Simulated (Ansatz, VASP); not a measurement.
BiTe in VASP and in Ansatz

INCAR

```
ALGO = Normal ; EDIFF = 1E-6
ENCUT = 520 ; GGA = PE
ISIF = 2 ; ISMEAR = 0
LASPH = True ; LCHARG = False
LREAL = False ; LWAVE = False
NBANDS = 18 ; NELM = 80
PREC = Accurate ; SIGMA = 0.15
```

File KPOINTS:

```
k-points
0
Gamma
  12 12 12
```

Contents of POSCAR:

```
BiTe
1.0
    0.0000000000      3.2511939987      3.4787775786
    3.2511939987      0.0000000000      3.4787775786
    3.2511939987      3.2511939987      0.0000000000
Bi Te
1 1
Direct
    0.0000000000      0.0000000000      0.0000000000
    0.5000000000      0.5000000000      0.5000000000
```

Input for Ansatz:

```yaml
crystal:
  lattice:
    - [0.0, 3.2511939987, 3.4787775786]
    - [3.2511939987, 0.0, 3.4787775786]
    - [3.2511939987, 3.2511939987, 0.0]
  atoms:
    - { symbol: Bi, position: [0.0, 0.0, 0.0] }
    - { symbol: Te, position: [0.5, 0.5, 0.5] }
basis:
  ecutwfc: 420
kpoints:
  mp_grid: { grid: [12, 12, 12] }
hamiltonian:
  xc: pbe
scf:
  occupations: { method: gaussian, width: 0.15 }
output:
  forces: true
  stress: true
  eigenvalues: true
```

Change from the starting cell: mode 6 frozen in at +0.000 Å, normal strain along z +0.0700.

Alike in both runs: task single point; functional PBE; k mesh 12 × 12 × 12; occupations gaussian, width 0.15 eV; no spin polarisation.

|  | VASP | Ansatz |
| --- | --- | --- |
| version | VASP 6.6.1 | Ansatz 0.2.0 |
| potentials or method | VASP PAW PBE potentials, release 64 (Bi_d, Te), cutoff 520 eV | scalar-relativistic, plane waves, PAW |
| valence electrons in the cell | 21 | 31 |

```tsv
	VASP	Ansatz	Ansatz less VASP
gap on the k mesh at the Fermi level (eV)	none	none	-
pressure (GPa)	-2.4	-2.3	+0.07
traceless stress, the component that is largest in VASP (GPa)	-2.37	-2.38	-0.007
```

A gap of «none» marks a metal or a gap that the smearing closes. The functional is the same, so the differences come from potentials, cutoffs and numerics. VASP's potentials hold 21 valence electrons a cell and Ansatz's 31, so a difference there can come from the potentials and not from the codes.

Spin-orbit coupling is off throughout.
